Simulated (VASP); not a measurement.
The system is C.

```
C
1.0
     8.40413    0.00000    0.00000
     8.04222    2.43968    0.00000
     8.04222    1.19300    2.12810
C
4
Direct
  0.91283 0.91283 0.91283
  0.24615 0.24615 0.24615
  0.75385 0.75385 0.75385
  0.08717 0.08717 0.08717
```

Base run:

| Item | Value |
| --- | --- |
| Program | VASP 6.6.1 |
| Functional | BLYP |
| Potentials or basis | VASP PAW PBE potentials, release 64 (C) |
| Cutoff | 600 eV |
| k mesh | 10 × 10 × 10 |
| Occupations | methfessel-paxton, width 0.05 eV |
| Spin | no spin polarisation |

Its results: pressure 2.0 GPa; largest force 0.020 eV/Å.

**Question.** The run is repeated on the same cell with these changes: functional from BLYP to PBEsol. What comes out?

**Answer.** Pressure -1.9 GPa; largest force 0.011 eV/Å.

PBEsol binds more tightly than BLYP, so the same cell stands under less pressure.

Caveats: this functional lacks dispersion, which binds the layers, so the pressure and a relaxed spacing across them are unreliable; the PAW data sets were made with another functional, which shifts forces and pressure a little.
